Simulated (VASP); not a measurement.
# Ga8Sb7As (P1) in VASP: single point with PBEsol

Aim: the single point of Ga8Sb7As with PBEsol.

Program: VASP 6.6.1. These are calculated values, not measurements. Logs are shortened: lines on timing, memory, paths and dates and some standing lists are left out, and cuts for length are marked.

## Step 1: The cell of the first run

The typed cell holds 64 atoms: a = 12.111 Å, b = 12.111 Å, c = 12.111 Å, α = 90.00°, β = 90.00°, γ = 90.00°.

## Step 2: Single point, PBEsol

INCAR reads:

```
SYSTEM = Ga8Sb7As
ALGO = Normal
EDIFF = 1E-6
ENCUT = 500
GGA = PS
GGA_COMPAT = .FALSE.
ISIF = 2
ISMEAR = -1
ISYM = -1
LASPH = .TRUE.
LCHARG = .FALSE.
LREAL = Auto
LWAVE = .FALSE.
NBANDS = 326
NELM = 120
PREC = Accurate
SIGMA = 0.05
```

KPOINTS reads:

```
explicit points
1
Reciprocal
  0.25000000   0.25000000   0.25000000 1
```

POSCAR reads:

```
Ga8Sb7As
1.0
   12.1108148280      0.0000000000      0.0000000000
    0.0000000000     12.1108148280      0.0000000000
    0.0000000000      0.0000000000     12.1108148280
Ga Sb As
32 28 4
Direct
    0.0075220000      0.9928090000      0.9925820000
    0.0068030000      0.0062810000      0.5065000000
    0.9998770000      0.4988590000      0.9990400000
    0.0075450000      0.5064080000      0.5073970000
    0.4990400000      0.0002080000      0.9996960000
    0.4914450000      0.0055310000      0.4948660000
    0.4979940000      0.5000690000      0.0005400000
    0.4987690000      0.4991310000      0.5004070000
    0.2501950000      0.2509190000      0.9990740000
    0.2502970000      0.2370560000      0.5019530000
    0.2438630000      0.7591470000      0.9929310000
    0.2433340000      0.7435950000      0.5069840000
    0.7513780000      0.2489350000      0.0002570000
    0.7509950000      0.2513580000      0.5004750000
    0.7514170000      0.7498520000      0.9990730000
    0.7510640000      0.7523100000      0.5006940000
    0.2561620000      0.0055080000      0.2573690000
    0.2381930000      0.9995120000      0.7491360000
    0.2495740000      0.4999990000      0.2500520000
    0.2435360000      0.5058960000      0.7435460000
    0.7519940000      0.0001150000      0.2496180000
    0.7506050000      0.9988330000      0.7489790000
    0.7495920000      0.4991700000      0.2509950000
    0.7524520000      0.4997900000      0.7501200000
    0.0003940000      0.2501490000      0.2508680000
    0.0081370000      0.2429020000      0.7424620000
    0.0012880000      0.7519190000      0.2507080000
    0.0124210000      0.7503330000      0.7500400000
    0.4922980000      0.2433190000      0.2586530000
    0.4978100000      0.2504490000      0.7501810000
    0.4980290000      0.7501020000      0.2505660000
    0.4988260000      0.7523410000      0.7489820000
    0.1267410000      0.1232810000      0.1251770000
    0.1254710000      0.6270840000      0.1223640000
    0.6228390000      0.1253340000      0.1273640000
    0.6229970000      0.1249460000      0.6235230000
    0.6247850000      0.6254740000      0.1250800000
    0.6251570000      0.6252950000      0.6252530000
    0.3747490000      0.3727690000      0.1274820000
    0.3707690000      0.3738600000      0.6237940000
    0.3728480000      0.8769030000      0.1255370000
    0.3692250000      0.8766010000      0.6244610000
    0.8754560000      0.3748150000      0.1255360000
    0.8798710000      0.3745490000      0.6253480000
    0.8775980000      0.8753650000      0.1225820000
    0.8811040000      0.8751950000      0.6265810000
    0.3711750000      0.1228000000      0.8729280000
    0.3723800000      0.6251090000      0.3773710000
    0.3712890000      0.6274200000      0.8732170000
    0.8770070000      0.1247990000      0.3773040000
    0.8793120000      0.1231580000      0.8725360000
    0.8773010000      0.6251480000      0.3769990000
    0.8792340000      0.6268550000      0.8730280000
    0.1274510000      0.3729720000      0.3794220000
    0.1248790000      0.3747690000      0.8711370000
    0.1272820000      0.8767450000      0.3792320000
    0.6228110000      0.3731530000      0.3755360000
    0.6250540000      0.3749740000      0.8752330000
    0.6229630000      0.8775770000      0.3751330000
    0.6249740000      0.8752240000      0.8749770000
    0.1273950000      0.1224480000      0.6249060000
    0.1249600000      0.6270410000      0.6272310000
    0.3720670000      0.1245320000      0.3780340000
    0.1252820000      0.8754370000      0.8702160000
```

Potentials or basis: VASP PAW PBE potentials, release 64 (Ga_d, Sb, As).

Run with:

```
$ cat potpaw_PBE.64/Ga_d/POTCAR potpaw_PBE.64/Sb/POTCAR potpaw_PBE.64/As/POTCAR > POTCAR
$ mpirun -np 1 vasp_std > vasp.out
```

OUTCAR:

```text
SYSTEM = Ga8Sb7As
   EDIFF = 1E-6
   ENCUT = 500
   GGA = PS
   ISIF = 2
   ISMEAR = -1
   ISYM = -1
   LASPH = .TRUE.
   LREAL = Auto
   NELM = 120
   PREC = Accurate

 ion  position               nearest neighbor table
   1  0.008  0.993  0.993-  64 2.50  45 2.64  51 2.65  33 2.68
   2  0.007  0.006  0.507-  61 2.48  46 2.64  56 2.64  50 2.64
   3  1.000  0.499  0.999-  53 2.62  43 2.62  55 2.64  34 2.64
   4  0.008  0.506  0.507-  62 2.50  44 2.64  52 2.66  54 2.67
   5  0.499  0.000  1.000-  41 2.62  60 2.63  35 2.63  47 2.64
   6  0.491  0.006  0.495-  63 2.48  59 2.65  36 2.66  42 2.66
[... 56 lines left out ...]
  63  0.372  0.125  0.378-   6 2.48  17 2.49  29 2.51  10 2.51
  64  0.125  0.875  0.870-   1 2.50  11 2.50  18 2.51  28 2.51

IMPORTANT INFORMATION: All symmetrisations will be switched off!
NOSYMM: (Re-)initialisation of all symmetry stuff for point group C_1.

----------------------------------------------------------------------------------------

                                     Primitive cell

  volume of cell :    1776.3154

  direct lattice vectors                    reciprocal lattice vectors
    12.110814828  0.000000000  0.000000000     0.082570827  0.000000000  0.000000000
     0.000000000 12.110814828  0.000000000     0.000000000  0.082570827  0.000000000
     0.000000000  0.000000000 12.110814828     0.000000000  0.000000000  0.082570827

  length of vectors
    12.110814828 12.110814828 12.110814828     0.082570827  0.082570827  0.082570827

  position of ions in fractional coordinates (direct lattice)
     0.007522000  0.992809000  0.992582000
     0.006803000  0.006281000  0.506500000
     0.999877000  0.498859000  0.999040000
     0.007545000  0.506408000  0.507397000
     0.499040000  0.000208000  0.999696000
     0.491445000  0.005531000  0.494866000
[... 56 lines left out ...]
     0.372067000  0.124532000  0.378034000
     0.125282000  0.875437000  0.870216000

  ion indices of the primitive-cell ions
   primitive index   ion index
                 1           1
                 2           2
                 3           3
                 4           4
                 5           5
                 6           6
[... 56 lines left out ...]
                63          63
                64          64

----------------------------------------------------------------------------------------

 KPOINTS: explicit points

Read explicit list of k-points.

 Found      1 k-points:

 Following reciprocal coordinates:
            Coordinates               Weight
  0.250000  0.250000  0.250000      1.000000
   k-points           NKPTS =      1   k-points in BZ     NKDIM =      1   number of bands    NBANDS=    326
   number of dos      NEDOS =    301   number of ions     NIONS =     64
   total plane-waves  NPLWV = 729000
   dimension x,y,z NGX =    90 NGY =   90 NGZ =   90
   dimension x,y,z NGXF=   180 NGYF=  180 NGZF=  180
   ions per type =              32  28   4
   NGX,Y,Z   is equivalent  to a cutoff of  12.35, 12.35, 12.35 a.u.
   NGXF,Y,Z  is equivalent  to a cutoff of  24.71, 24.71, 24.71 a.u.
 SYSTEM =  Ga8Sb7As
   PREC   = accura    normal or accurate (medium, high low for compatibility)
   ISTART =      0    job   : 0-new  1-cont  2-samecut
   ICHARG =      2    charge: 1-file 2-atom 10-const
   ISPIN  =      1    spin polarized calculation?
   LNONCOLLINEAR =      F non collinear calculations
   LSORBIT =      F    spin-orbit coupling
   LASPH  =      T    aspherical Exc in radial PAW
   ENCUT  =  500.0 eV  36.75 Ry    6.06 a.u.  22.08 22.08 22.08*2*pi/ulx,y,z
   NELM   =    120;   NELMIN=  2; NELMDL= -5     # of ELM steps
   EDIFF  = 0.1E-05   stopping-criterion for ELM
   LREAL  =      T    real-space projection
   EDIFFG = 0.1E-04   stopping-criterion for IOM
   NSW    =      0    number of steps for IOM
   IBRION =     -1    ionic relax: 0-MD 1-quasi-New 2-CG
   NFREE  =      0    steps in history (QN), initial steepest desc. (CG)
   ISIF   =      2    stress and relaxation
   ISYM   =     -1    0-nonsym 1-usesym 2-fastsym
   POTIM  = 0.5000    time-step for ionic-motion
   TEBEG  =    0.0;   TEEND  =   0.0 temperature during run
   PSTRESS=    0.0 pullay stress
   NELECT =     576.0000    total number of electrons
   NUPDOWN=      -1.0000    fix difference up-down
   EMIN   =  10.00;   EMAX   =-10.00  energy-range for DOS
   EFERMI =   0.00;   METHOD = LEGACY
   ISMEAR =    -1;   SIGMA  =   0.05  broadening in eV -4-tet -1-fermi 0-gaus
   EFERMI_NEDOS =   21; number of points for ismear=-14 and -15
   IALGO  =     38    algorithm
   IMIX   =      4    mixing-type and parameters
     AMIX     =   0.40;   BMIX     =  1.00
     AMIX_MAG =   1.60;   BMIX_MAG =  1.00
  volume/ion in A,a.u.               =      27.75       187.30
  Fermi-wavevector in a.u.,A,eV,Ry     =   1.124715  2.125402 17.211135  1.264983
  Thomas-Fermi vector in A             =   2.261388
   LORBIT       =      0    0 simple, 1 ext, 2 COOP (PROOUT), +10 PAW based schemes
   GGA     = PS    functional components
   LHFCALC =     F    Hartree Fock is set to
   AEXX    =    0.0000 exact exchange contribution
   IVDW    =     0    specifies the selected vdW correction
   LEPSILON=     F    determine dielectric tensor
   LRPA    =     F    only Hartree local field effects (RPA)
 non-spin polarized calculation
  energy-cutoff  :      500.00
  volume of cell :     1776.32
 maximum number of plane-waves:     45061
 NGX is ok and might be reduce to    90
   NGX = 45   NGY = 45   NGZ = 45

 number of electron     576.0000210 magnetization

 Free energy of the ion-electron system (eV)
  ---------------------------------------------------
  ext. energy  EPLUGINS =         0.00000000
  ---------------------------------------------------
  free energy    TOTEN  =      -263.99269443 eV

  energy without entropy =     -263.99037166  energy(sigma->0) =     -263.99153304

 E-fermi :   4.8117     XC(G=0):  -9.3395

 val. band max:        4.4586664975   @ k =   0.2500   0.2500   0.2500
 cond. band min:       5.1375012357   @ k =   0.2500   0.2500   0.2500
 fundamental gap:      0.6788347381
 Fermi energy:         4.8117228634

 k-point     1 :       0.2500    0.2500    0.2500
  band No.  band energies     occupation
      1     -10.4470      2.00000
      2     -10.4413      2.00000
      3     -10.4336      2.00000
      4     -10.4273      2.00000
      5     -10.4098      2.00000
      6     -10.3969      2.00000
[... 292 lines left out ...]
    299       6.2159      0.00000
    300       6.2528      0.00000
 [bands above 300 left out]

------------------------ aborting loop because EDIFF is reached ----------------------------------------

  FORCE on cell =-STRESS in cart. coord.  units (eV):
  Direction    XX          YY          ZZ          XY          YZ          ZX
  --------------------------------------------------------------------------------------
  -------------------------------------------------------------------------------------
  Total        0.6631669      0.5854478      0.5977181     -7.9690895     -7.9887069     -8.0071362
  in kB        0.5981545      0.5280544      0.5391218     -7.1878531     -7.2055474     -7.2221700
  external PRESSURE =       0.5551102 kB  Pullay stress =       0.0000000 kB

 VOLUME and BASIS-vectors are now :
 -----------------------------------------------------------------------------
  energy-cutoff  :      500.00
  volume of cell :     1776.32
      direct lattice vectors                 reciprocal lattice vectors
    12.110814828  0.000000000  0.000000000     0.082570827  0.000000000  0.000000000
     0.000000000 12.110814828  0.000000000     0.000000000  0.082570827  0.000000000
     0.000000000  0.000000000 12.110814828     0.000000000  0.000000000  0.082570827

 POSITION                                       TOTAL-FORCE (eV/Angst)
 -----------------------------------------------------------------------------------
      0.09110     12.02373     12.02098         0.017215      0.001145     -0.001621
      0.08239      0.07607      6.13413         0.011213      0.008489      0.005986
     12.10933      6.04159     12.09919         0.009621      0.006955     -0.002856
      0.09138      6.13301      6.14499         0.009838     -0.002400      0.005739
      6.04378      0.00252     12.10713         0.000975      0.007681      0.006065
      5.95180      0.06698      5.99323        -0.001511      0.000761     -0.001255
[... 56 lines left out ...]
      4.50603      1.50818      4.57830        -0.005521      0.002936     -0.020232
      1.51727     10.60226     10.53902        -0.014438      0.000518      0.003158
 -----------------------------------------------------------------------------------
    total drift:                               -0.040335      0.024338     -0.014564

  FREE ENERGIE OF THE ION-ELECTRON SYSTEM (eV)
  ---------------------------------------------------
  free  energy   TOTEN  =      -263.9926944251 eV

  energy  without entropy=     -263.9903716611  energy(sigma->0) =     -263.99153304
```

It took 15 min on 1 thread of Intel Xeon 6975P-C (Granite Rapids), shared host; peak memory 1.5 GiB.

What came out:

| Quantity | Value |
| --- | --- |
| Free energy | -263.9927 eV |
| Pressure | 0.1 GPa |
| Largest force | 0.031 eV/Å |
| Band gap on the k mesh | 0.68 eV |

Forces on the atoms (eV/Å):
```
Ga   0.017  0.001 -0.002
Ga   0.011  0.008  0.006
Ga   0.010  0.007 -0.003
Ga   0.010 -0.002  0.006
Ga   0.001  0.008  0.006
Ga  -0.002  0.001 -0.001
Ga  -0.002  0.009 -0.006
Ga   0.005  0.003  0.004
Ga  -0.004  0.000  0.012
Ga  -0.005  0.005 -0.008
Ga  -0.005  0.004 -0.002
Ga  -0.001  0.001  0.004
Ga  -0.004 -0.012  0.004
Ga  -0.002 -0.010  0.009
Ga  -0.001  0.002  0.004
Ga  -0.002 -0.002 -0.003
Ga   0.010  0.019  0.022
Ga   0.000  0.007  0.014
Ga   0.005 -0.007  0.005
Ga  -0.006  0.017 -0.017
Ga  -0.004  0.003 -0.005
Ga  -0.005  0.023 -0.006
Ga   0.005  0.010  0.012
Ga   0.005 -0.003  0.005
Ga   0.018 -0.010 -0.005
Ga   0.011 -0.007 -0.003
Ga   0.006 -0.007 -0.001
Ga  -0.001  0.000  0.010
Ga  -0.009 -0.010  0.004
Ga   0.013 -0.004  0.000
Ga   0.006  0.004  0.002
Ga  -0.008 -0.006  0.002
Sb  -0.002 -0.004 -0.013
Sb  -0.008  0.014  0.005
Sb   0.004  0.005 -0.005
Sb   0.001 -0.011  0.003
Sb  -0.007 -0.009 -0.002
Sb  -0.001 -0.006 -0.009
Sb   0.004 -0.009  0.009
Sb  -0.012 -0.007 -0.010
Sb   0.006 -0.002 -0.011
Sb   0.003  0.009 -0.016
Sb  -0.014  0.003 -0.013
Sb  -0.012  0.015 -0.004
Sb   0.001 -0.018  0.002
Sb  -0.007  0.005  0.014
Sb  -0.007 -0.001 -0.007
Sb  -0.004 -0.012 -0.001
Sb   0.001 -0.018  0.009
Sb   0.003  0.016  0.010
Sb  -0.015 -0.009 -0.002
Sb  -0.007  0.010  0.006
Sb   0.001  0.003 -0.002
Sb   0.004  0.002 -0.004
Sb  -0.009  0.004 -0.004
Sb  -0.002 -0.004 -0.004
Sb   0.005  0.004 -0.019
Sb   0.002  0.004  0.009
Sb  -0.005 -0.007 -0.010
Sb   0.007 -0.003  0.011
As  -0.002 -0.015 -0.001
As   0.020 -0.014  0.008
As  -0.006  0.003 -0.020
As  -0.014  0.001  0.003
```

Stress tensor (GPa, compression positive):
```
 0.06 -0.72 -0.72
-0.72  0.05 -0.72
-0.72 -0.72  0.05
```

Caveat: semilocal functionals underestimate gaps, and a narrow one can read as zero; the PAW data sets were made with another functional, which shifts forces and pressure a little; spin-orbit coupling is left out, which moves the levels of the heavy elements; a shifted mesh leaves out Γ, where band edges can lie. A k mesh can miss the band edges.
